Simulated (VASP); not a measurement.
# Cu in VASP: further runs

Cu is run at these levels: PBEsol; tasks: single point.

All numbers are computed with VASP 6.6.1; they aren't measurements. Logs are shortened: lines on timing, memory, paths and dates and some standing lists are left out, and cuts for length are marked.

### 1 The cell of the first run

Symmetry: I4/mmm, No. 139, tetragonal system. The conventional cell has a = 2.556 Å, b = 2.556 Å, c = 3.579 Å, α = 90.00°, β = 90.00°, γ = 90.00°. Within 3.4 Å of Cu (site symmetry 4/mmm) lie 12 Cu at 2.54 to 2.56 Å.

### 2 Single point, PBEsol (zz strain of -1 %)

INCAR reads:

```
SYSTEM = Cu
PREC = Accurate
ENCUT = 520
EDIFF = 1E-7
ISMEAR = -1
SIGMA = 0.03
LREAL = .False.
LASPH = .True.
NELM = 100
ALGO = Normal
ISIF = 2
LWAVE = .False.
LCHARG = .True.
GGA = PS
LELF = .True.
LVHAR = .True.
NBANDS = 12
```

KPOINTS reads:

```
regular mesh
0
Gamma
  17 17 17
  0 0 0
```

POSCAR reads:

```
Cu
1.0
    0.0000000000      1.8075000000      1.7894250000
    1.8075000000      0.0000000000      1.7894250000
    1.8075000000      1.8075000000      0.0000000000
Cu
1
Direct
    0.0000000000      0.0000000000      0.0000000000
```

Potentials or basis: VASP PAW PBE potentials, release 64 (Cu).

The run is started by

```bash
$ cat potpaw_PBE.64/Cu/POTCAR > POTCAR
$ mpirun -np 1 vasp_std > vasp.out
```

OUTCAR:

```text
SYSTEM = Cu
   PREC = Accurate
   ENCUT = 520
   EDIFF = 1E-7
   ISMEAR = -1
   LREAL = .False.
   LASPH = .True.
   NELM = 100
   ISIF = 2
   GGA = PS

 ion  position               nearest neighbor table
   1  0.000  0.000  0.000-

  LATTYP: Found a body centered tetragonal cell.
 ALAT       =     2.5561910140
 C/A-ratio  =     1.4000714267

  Lattice vectors:

 A1 = (   0.0000000000,  -1.8075000000,  -1.7894250000)
 A2 = (   0.0000000000,   1.8075000000,  -1.7894250000)
 A3 = (   1.8075000000,   0.0000000000,   1.7894250000)

Analysis of symmetry for initial positions (statically):
=====================================================================
 Subroutine PRICEL returns:
 Original cell was already a primitive cell.

 Routine SETGRP: Setting up the symmetry group for a
 body centered tetragonal supercell.

 Subroutine GETGRP returns: Found 16 space group operations
 (whereof 16 operations were pure point group operations)
 out of a pool of 16 trial point group operations.

The static configuration has the point symmetry D_4h.

Analysis of symmetry for dynamics (positions and initial velocities):
=====================================================================
 Subroutine PRICEL returns:
 Original cell was already a primitive cell.

 Routine SETGRP: Setting up the symmetry group for a
 body centered tetragonal supercell.

 Subroutine GETGRP returns: Found 16 space group operations
 (whereof 16 operations were pure point group operations)
 out of a pool of 16 trial point group operations.

The dynamic configuration has the point symmetry D_4h.

 Subroutine INISYM returns: Found 16 space group operations
 (whereof 16 operations are pure point group operations),
 and found     1 'primitive' translations

----------------------------------------------------------------------------------------

                                     Primitive cell

  volume of cell :      11.6923

  direct lattice vectors                    reciprocal lattice vectors
     0.000000000  1.807500000  1.789425000    -0.276625173  0.276625173  0.279419367
     1.807500000  0.000000000  1.789425000     0.276625173 -0.276625173  0.279419367
     1.807500000  1.807500000  0.000000000     0.276625173  0.276625173 -0.279419367

  length of vectors
     2.543442172  2.543442172  2.556191014     0.480747496  0.480747496  0.480747496

  position of ions in fractional coordinates (direct lattice)
     0.000000000  0.000000000  0.000000000

  ion indices of the primitive-cell ions
   primitive index   ion index
                 1           1

----------------------------------------------------------------------------------------

 KPOINTS: regular mesh

Automatic generation of k-mesh.
 Grid dimensions read from file:
 generate k-points for:   17   17   17

 Generating k-lattice:

  Cartesian coordinates                     Fractional coordinates (reciprocal lattice)
    -0.016272069  0.016272069  0.016436433     0.058823529  0.000000000  0.000000000
     0.016272069 -0.016272069  0.016436433     0.000000000  0.058823529  0.000000000
     0.016272069  0.016272069 -0.016436433     0.000000000  0.000000000  0.058823529

  Length of vectors
     0.028279264  0.028279264  0.028279264

  Shift w.r.t. Gamma in fractional coordinates (k-lattice)
     0.000000000  0.000000000  0.000000000

 Subroutine IBZKPT returns following result:
 ===========================================

 Found    405 irreducible k-points:

 Following reciprocal coordinates:
            Coordinates               Weight
  0.000000  0.000000  0.000000      1.000000
  0.058824 -0.000000  0.000000      8.000000
  0.117647  0.000000  0.000000      8.000000
  0.176471 -0.000000  0.000000      8.000000
  0.235294  0.000000  0.000000      8.000000
  0.294118 -0.000000  0.000000      8.000000
[... 16 lines left out ...]
 -0.176471  0.058824  0.000000      8.000000
 -0.117647  0.058824  0.000000      8.000000
 [... further k-points ...]
   k-points           NKPTS =    405   k-points in BZ     NKDIM =    405   number of bands    NBANDS=     12
   number of dos      NEDOS =    301   number of ions     NIONS =      1
   total plane-waves  NPLWV =   8000
   dimension x,y,z NGX =    20 NGY =   20 NGZ =   20
   dimension x,y,z NGXF=    40 NGYF=   40 NGZF=   40
   ions per type =               1
   NGX,Y,Z   is equivalent  to a cutoff of  13.07, 13.07, 13.01 a.u.
   NGXF,Y,Z  is equivalent  to a cutoff of  26.15, 26.15, 26.01 a.u.
 SYSTEM =  Cu
   PREC   = accura    normal or accurate (medium, high low for compatibility)
   ISTART =      0    job   : 0-new  1-cont  2-samecut
   ICHARG =      2    charge: 1-file 2-atom 10-const
   ISPIN  =      1    spin polarized calculation?
   LNONCOLLINEAR =      F non collinear calculations
   LSORBIT =      F    spin-orbit coupling
   LASPH  =      T    aspherical Exc in radial PAW
   ENCUT  =  520.0 eV  38.22 Ry    6.18 a.u.   4.73  4.73  4.75*2*pi/ulx,y,z
   NELM   =    100;   NELMIN=  2; NELMDL= -5     # of ELM steps
   EDIFF  = 0.1E-06   stopping-criterion for ELM
   LREAL  =      F    real-space projection
   EDIFFG = 0.1E-05   stopping-criterion for IOM
   NSW    =      0    number of steps for IOM
   IBRION =     -1    ionic relax: 0-MD 1-quasi-New 2-CG
   NFREE  =      0    steps in history (QN), initial steepest desc. (CG)
   ISIF   =      2    stress and relaxation
   ISYM   =      2    0-nonsym 1-usesym 2-fastsym
   POTIM  = 0.5000    time-step for ionic-motion
   TEBEG  =    0.0;   TEEND  =   0.0 temperature during run
   PSTRESS=    0.0 pullay stress
   NELECT =      11.0000    total number of electrons
   NUPDOWN=      -1.0000    fix difference up-down
   EMIN   =  10.00;   EMAX   =-10.00  energy-range for DOS
   EFERMI =   0.00;   METHOD = LEGACY
   ISMEAR =    -1;   SIGMA  =   0.03  broadening in eV -4-tet -1-fermi 0-gaus
   EFERMI_NEDOS =   21; number of points for ismear=-14 and -15
   IALGO  =     38    algorithm
   IMIX   =      4    mixing-type and parameters
     AMIX     =   0.40;   BMIX     =  1.00
     AMIX_MAG =   1.60;   BMIX_MAG =  1.00
  volume/ion in A,a.u.               =      11.69        78.90
  Fermi-wavevector in a.u.,A,eV,Ry     =   1.604128  3.031362 35.010875  2.573227
  Thomas-Fermi vector in A             =   2.700682
   LORBIT       =      0    0 simple, 1 ext, 2 COOP (PROOUT), +10 PAW based schemes
   GGA     = PS    functional components
   LHFCALC =     F    Hartree Fock is set to
   AEXX    =    0.0000 exact exchange contribution
   IVDW    =     0    specifies the selected vdW correction
   LEPSILON=     F    determine dielectric tensor
   LRPA    =     F    only Hartree local field effects (RPA)
 non-spin polarized calculation
  energy-cutoff  :      520.00
  volume of cell :       11.69
 maximum number of plane-waves:       331
   NGX =  9   NGY =  9   NGZ =  9

 number of electron      11.0000006 magnetization

 Free energy of the ion-electron system (eV)
  ---------------------------------------------------
  ext. energy  EPLUGINS =         0.00000000
  ---------------------------------------------------
  free energy    TOTEN  =        -4.30321398 eV

  energy without entropy =       -4.30236132  energy(sigma->0) =       -4.30278765

 E-fermi :   7.5956     XC(G=0): -12.9676

 val. band max:        7.5904204858   @ k =  -0.3529   0.1765   0.0000
 cond. band min:       7.6186450421   @ k =  -0.2941   0.2353   0.0000
 fundamental gap:      0.0282245563
 Fermi energy:         7.5956231666

 k-point     1 :       0.0000    0.0000    0.0000
  band No.  band energies     occupation
      1      -1.9413      2.00000
      2       4.4417      2.00000
      3       4.4417      2.00000
      4       4.4903      2.00000
      5       5.2766      2.00000
      6       5.3271      2.00000
      7      30.1904      0.00000
      8      32.8664      0.00000
      9      32.8664      0.00000
     10      32.9084      0.00000
     11      35.3454      0.00000
     12      35.3738      0.00000

 k-point     2 :       0.0588   -0.0000    0.0000
  band No.  band energies     occupation
      1      -1.8142      2.00000
      2       4.4240      2.00000
      3       4.4661      2.00000
      4       4.5049      2.00000
      5       5.2677      2.00000
      6       5.3167      2.00000
      7      29.4496      0.00000
      8      31.4296      0.00000
      9      32.4548      0.00000
     10      32.4935      0.00000
     11      35.9379      0.00000
     12      35.9603      0.00000

 k-point     3 :       0.1176    0.0000    0.0000
  band No.  band energies     occupation
      1      -1.4379      2.00000
      2       4.3552      2.00000
      3       4.5276      2.00000
      4       4.5624      2.00000
      5       5.2516      2.00000
      6       5.2957      2.00000
      7      26.7883      0.00000
      8      30.8661      0.00000
      9      31.7263      0.00000
     10      31.7900      0.00000
     11      37.1196      0.00000
     12      37.1245      0.00000
[... 286 lines left out ...]
 k-point    23 :      -0.1765    0.0588    0.0000
  band No.  band energies     occupation
      1      -0.4806      2.00000
      2       4.1944      2.00000
      3       4.6385      2.00000
      4       4.6530      2.00000
      5       5.1702      2.00000
      6       5.4222      2.00000
      7      22.8349      0.00000
      8      27.8475      0.00000
      9      31.7153      0.00000
     10      32.8222      0.00000
     11      35.4781      0.00000
     12      35.8219      0.00000

 k-point    24 :      -0.1176    0.0588    0.0000
  band No.  band energies     occupation
      1      -1.1543      2.00000
      2       4.2836      2.00000
      3       4.5747      2.00000
      4       4.6211      2.00000
      5       5.1728      2.00000
      6       5.3576      2.00000
      7      25.8728      0.00000
      8      28.4500      0.00000
      9      31.9948      0.00000
     10      33.2931      0.00000
     11      35.7678      0.00000
     12      36.3013      0.00000

 [... further k-points ...]
[... 5 lines left out ...]
  --------------------------------------------------------------------------------------
  -------------------------------------------------------------------------------------
  Total       -0.3541705     -0.3541705     -0.3018243      0.0000000      0.0000000     -0.0000000
  in kB      -48.5313994    -48.5313994    -41.3584902      0.0000000      0.0000000     -0.0000000
  external PRESSURE =     -46.1404297 kB  Pullay stress =       0.0000000 kB

 VOLUME and BASIS-vectors are now :
 -----------------------------------------------------------------------------
  energy-cutoff  :      520.00
  volume of cell :       11.69
      direct lattice vectors                 reciprocal lattice vectors
     0.000000000  1.807500000  1.789425000    -0.276625173  0.276625173  0.279419367
     1.807500000  0.000000000  1.789425000     0.276625173 -0.276625173  0.279419367
     1.807500000  1.807500000  0.000000000     0.276625173  0.276625173 -0.279419367

 POSITION                                       TOTAL-FORCE (eV/Angst)
 -----------------------------------------------------------------------------------
      0.00000      0.00000      0.00000         0.000000      0.000000      0.000000
 -----------------------------------------------------------------------------------
    total drift:                               -0.000000     -0.000000     -0.000000

  FREE ENERGIE OF THE ION-ELECTRON SYSTEM (eV)
  ---------------------------------------------------
  free  energy   TOTEN  =        -4.3032139794 eV

  energy  without entropy=       -4.3023613243  energy(sigma->0) =       -4.30278765
```

Run time: 82 s. Hardware: 1 thread of AMD EPYC 7R13, shared host; peak memory 0.14 GiB.

What came out:

| Property | Result |
| --- | --- |
| Free energy | -4.3032 eV |
| Pressure | -4.6 GPa |

Levels at points of the mesh, in eV from the Fermi level:
| k point | band 2 | band 3 | band 4 | band 5 | band 6 | band 7 | band 8 | band 9 | band 10 | band 11 |
| --- | --- | --- | --- | --- | --- | --- | --- | --- | --- | --- |
| (0.00, 0.00, 0.00) | -3.15 | -3.15 | -3.11 | -2.32 | -2.27 | 22.59 | 25.27 | 25.27 | 25.31 | 27.75 |

Caveat: the cell differs from its parent crystal (zz strain of -1 %); the PAW data sets were made with another functional, which shifts forces and pressure a little.

### 3 Single point, PBEsol (zz strain of +1 %)

INCAR reads:

```
SYSTEM = Cu
PREC     = Accurate       ! precision mode
ENCUT    = 520            ! plane-wave cutoff, eV
EDIFF    = 1E-6           ! SCF threshold, eV
ISMEAR   = -1             ! smearing method
SIGMA    = 0.03           ! smearing width, eV
LREAL    = .False.        ! projectors in reciprocal space
LASPH    = .True.         ! aspherical terms in the spheres
NELM     = 80             ! most SCF steps
ALGO     = Normal         ! electronic algorithm
ISIF     = 2              ! what is computed and relaxed
LWAVE    = .False.        ! write WAVECAR
LCHARG   = .False.        ! write CHGCAR
GGA      = PS             ! functional
NBANDS   = 12             ! bands
```

KPOINTS reads:

```
Automatic mesh
0
Gamma
  17 17 17
  0 0 0
```

POSCAR reads:

```
Cu
1.0
    0.0000000000      1.8075000000      1.8255750000
    1.8075000000      0.0000000000      1.8255750000
    1.8075000000      1.8075000000      0.0000000000
Cu
1
Direct
    0.0000000000      0.0000000000      0.0000000000
```

Potentials or basis: VASP PAW PBE potentials, release 64 (Cu).

The run is started by

```bash
$ cat potpaw_PBE.64/Cu/POTCAR > POTCAR
$ mpirun -np 1 vasp_std > vasp.out
```

Wall time 82 s (1 thread of AMD EPYC 7R13, shared host); peak memory 0.14 GiB.

The run converged. Its results:

- Free energy: -4.2945 eV
- Pressure: -7.3 GPa

Stress tensor (GPa, compression positive):
```
-7.10  0.00  0.00
 0.00 -7.10  0.00
 0.00  0.00 -7.78
```

Levels at points of the mesh, in eV from the Fermi level:
| k point | band 3 | band 4 | band 5 | band 6 | band 7 | band 8 | band 9 | band 10 |
| --- | --- | --- | --- | --- | --- | --- | --- | --- |
| (0.00, 0.00, 0.00) | -3.05 | -3.05 | -2.28 | -2.23 | 22.44 | 24.95 | 24.99 | 24.99 |

Caveat: the cell differs from its parent crystal (zz strain of +1 %); the PAW data sets were made with another functional, which shifts forces and pressure a little.

### 4 Single point, PBEsol (equal xx and yy strain of +1 %)

INCAR reads:

```
ALGO = Normal
EDIFF = 1E-6
ENCUT = 520
GGA = PS
ISIF = 2
ISMEAR = -1
LASPH = True
LCHARG = True
LELF = True
LREAL = False
LVHAR = True
LWAVE = False
NBANDS = 12
NELM = 80
PREC = Accurate
SIGMA = 0.03
```

KPOINTS reads:

```
k-points
0
Gamma
  17 17 17
```

POSCAR reads:

```
Cu
1.0
    0.0000000000      1.8255750000      1.8075000000
    1.8255750000      0.0000000000      1.8075000000
    1.8255750000      1.8255750000      0.0000000000
Cu
1
Direct
    0.0000000000      0.0000000000      0.0000000000
```

Potentials or basis: VASP PAW PBE potentials, release 64 (Cu).

The run is started by

```bash
$ cat potpaw_PBE.64/Cu/POTCAR > POTCAR
$ mpirun -np 1 vasp_std > vasp.out
```

OUTCAR:

```text
EDIFF = 1E-6
   ENCUT = 520
   GGA = PS
   ISIF = 2
   ISMEAR = -1
   LASPH = True
   LREAL = False
   NELM = 80
   PREC = Accurate

 ion  position               nearest neighbor table
   1  0.000  0.000  0.000-

  LATTYP: Found a body centered tetragonal cell.
 ALAT       =     2.5817529241
 C/A-ratio  =     1.4002114479

  Lattice vectors:

 A1 = (   0.0000000000,  -1.8255750000,  -1.8075000000)
 A2 = (   0.0000000000,   1.8255750000,  -1.8075000000)
 A3 = (   1.8255750000,   0.0000000000,   1.8075000000)

Analysis of symmetry for initial positions (statically):
[... 531 lines left out ...]
      8      27.7104      0.00000
      9      31.2548      0.00000
     10      32.4382      0.00000
     11      34.9671      0.00000
     12      35.4535      0.00000

 [... further k-points ...]
[... 5 lines left out ...]
  --------------------------------------------------------------------------------------
  -------------------------------------------------------------------------------------
  Total       -0.6597071     -0.6597071     -0.6107607      0.0000000      0.0000000      0.0000000
  in kB      -87.7312029    -87.7312029    -81.2220673      0.0000000      0.0000000      0.0000000
  external PRESSURE =     -85.5614910 kB  Pullay stress =       0.0000000 kB

 VOLUME and BASIS-vectors are now :
 -----------------------------------------------------------------------------
  energy-cutoff  :      520.00
  volume of cell :       12.05
      direct lattice vectors                 reciprocal lattice vectors
     0.000000000  1.825575000  1.807500000    -0.273886310  0.273886310  0.276625173
     1.825575000  0.000000000  1.807500000     0.273886310 -0.273886310  0.276625173
     1.825575000  1.825575000  0.000000000     0.273886310  0.273886310 -0.276625173

 POSITION                                       TOTAL-FORCE (eV/Angst)
 -----------------------------------------------------------------------------------
      0.00000      0.00000      0.00000        -0.000000      0.000000      0.000000
 -----------------------------------------------------------------------------------
    total drift:                               -0.000000     -0.000000     -0.000000

  FREE ENERGIE OF THE ION-ELECTRON SYSTEM (eV)
  ---------------------------------------------------
  free  energy   TOTEN  =        -4.2887038797 eV

  energy  without entropy=       -4.2877464238  energy(sigma->0) =       -4.28822515
```

OSZICAR:

```text
N       E                     dE             d eps       ncg     rms          rms(c)
DAV:   1     0.418750434272E+02    0.41875E+02   -0.54036E+03 10724   0.151E+03
DAV:   2    -0.404427301668E+01   -0.45919E+02   -0.42264E+02  9948   0.204E+02
DAV:   3    -0.535700903633E+01   -0.13127E+01   -0.13050E+01 11400   0.398E+01
DAV:   4    -0.536523994175E+01   -0.82309E-02   -0.82298E-02 11016   0.278E+00
DAV:   5    -0.536531863801E+01   -0.78696E-04   -0.78695E-04 11572   0.274E-01    0.836E+00
DAV:   6    -0.477569155164E+01    0.58963E+00   -0.18082E+01 11604   0.799E+01    0.454E+00
DAV:   7    -0.430173900637E+01    0.47395E+00   -0.28737E+00 11584   0.318E+01    0.544E-01
DAV:   8    -0.429068348144E+01    0.11056E-01   -0.61965E-03 11568   0.134E+00    0.332E-01
DAV:   9    -0.428869641943E+01    0.19871E-02   -0.11332E-02 11948   0.180E+00    0.228E-02
DAV:  10    -0.428870273756E+01   -0.63181E-05   -0.30994E-05 13864   0.879E-02    0.729E-03
DAV:  11    -0.428870387870E+01   -0.11411E-05   -0.72132E-07  8308   0.170E-02    0.431E-04
DAV:  12    -0.428870387970E+01   -0.99567E-09   -0.53809E-08  5792   0.274E-03
   1 F= -.42887039E+01 E0= -.42882252E+01  d E =-.957456E-03
```

stdout:

```text
POSCAR found type information on POSCAR Cu
 POSCAR found :  1 types and       1 ions
 scaLAPACK will be used
 -----------------------------------------------------------------------------
|                                                                             |
|                                                                             |
|     You enforced a specific xc type in the INCAR file but a different       |
|     I HOPE YOU KNOW WHAT YOU ARE DOING!                                     |
|                                                                             |
 -----------------------------------------------------------------------------

 LDA part: xc-table for (Slater+PW92), standard interpolation
 POSCAR, INCAR and KPOINTS ok, starting setup
 FFT: planning ... GRIDC
 FFT: planning ... GRID_SOFT
 FFT: planning ... GRID
 WAVECAR not read
 entering main loop
```

Run time: 89 s. Hardware: 1 thread of AMD EPYC 7R13, shared host; peak memory 0.14 GiB.

Results:

```yaml
Free_energy: -4.2887 eV
Pressure: -8.6 GPa
```

Stress tensor (GPa, compression positive):
```
-8.77  0.00  0.00
 0.00 -8.77  0.00
 0.00  0.00 -8.12
```

Caveat: the cell differs from its parent crystal (equal xx and yy strain of +1 %); the PAW data sets were made with another functional, which shifts forces and pressure a little.

(Continued in part 2 of 2.)
